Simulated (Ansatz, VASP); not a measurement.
TiSi2: VASP beside Ansatz

File INCAR:

```
PREC     = Accurate       # precision mode
ENCUT    = 520            # plane-wave cutoff, eV
EDIFF    = 1E-6           # SCF threshold, eV
ISMEAR   = 0              # smearing method
SIGMA    = 0.15           # smearing width, eV
LREAL    = F              # projectors in reciprocal space
LASPH    = T              # aspherical terms in the spheres
NELM     = 80             # most SCF steps
ALGO     = Normal         # electronic algorithm
ISIF     = 2              # what is computed and relaxed
LWAVE    = F              # write WAVECAR
LCHARG   = T              # write CHGCAR
GGA      = PE             # functional
LELF     = T              # ELF
LVHAR    = T            
NBANDS   = 29             # bands
```

File KPOINTS:

```
regular mesh
0
Gamma
  14 14 14
```

Contents of POSCAR:

```
TiSi2
1.0
    0.0000000000      4.1351811254      4.2795976059
    2.4038689114      0.0000000000      4.2795976059
    2.4038689114      4.1351811254      0.0000000000
Ti Si
2 4
Direct
    0.7938125304      0.7938125304      0.7061874696
    0.5438125304      0.5438125304      0.4561874696
    0.0868244589      0.4131755411      0.0868244589
    0.4131755411      0.0868244589      0.4131755411
    0.1631755411      0.8368244589      0.1631755411
    0.8368244589      0.1631755411      0.8368244589
```

Input for Ansatz:

```yaml
crystal:
  lattice:
    - [0.0, 4.1351811254, 4.2795976059]
    - [2.4038689114, 0.0, 4.2795976059]
    - [2.4038689114, 4.1351811254, 0.0]
  atoms:
    - { symbol: Ti, position: [0.7938125304, 0.7938125304, 0.7061874696] }
    - { symbol: Ti, position: [0.5438125304, 0.5438125304, 0.4561874696] }
    - { symbol: Si, position: [0.0868244589, 0.4131755411, 0.0868244589] }
    - { symbol: Si, position: [0.4131755411, 0.0868244589, 0.4131755411] }
    - { symbol: Si, position: [0.1631755411, 0.8368244589, 0.1631755411] }
    - { symbol: Si, position: [0.8368244589, 0.1631755411, 0.8368244589] }
basis:
  ecutwfc: 420
kpoints:
  mp_grid: { grid: [14, 14, 14] }
hamiltonian:
  xc: pbe
scf:
  occupations: { method: gaussian, width: 0.15 }
output:
  forces: true
  stress: true
  eigenvalues: true
```

Change from the starting cell: all Ti atoms moved +0.375 Å, as atom 1 along Cartesian [0 0 1].

Alike in both runs: task single point; functional PBE; k mesh 14 × 14 × 14; occupations gaussian, width 0.15 eV; no spin polarisation.

```csv
,VASP,Ansatz
version,VASP 6.6.1,Ansatz 0.2.0
potentials or method,"VASP PAW PBE potentials, release 64 (Ti_sv, Si), cutoff 520 eV","scalar-relativistic, plane waves, PAW"
valence electrons in the cell,40,40
```

```tsv
	VASP	Ansatz	Ansatz less VASP
gap on the k mesh at the Fermi level (eV)	none	none	-
pressure (GPa)	9.6	9.6	+0.01
traceless stress, the component that is largest in VASP (GPa)	8.91	8.87	-0.037
rms of the force components (eV/Å)	2.464	2.458	-0.0057
```

Atom by atom the forces differ by 0.006 eV/Å (rms over components). A gap of «none» marks a metal or a gap that the smearing closes.
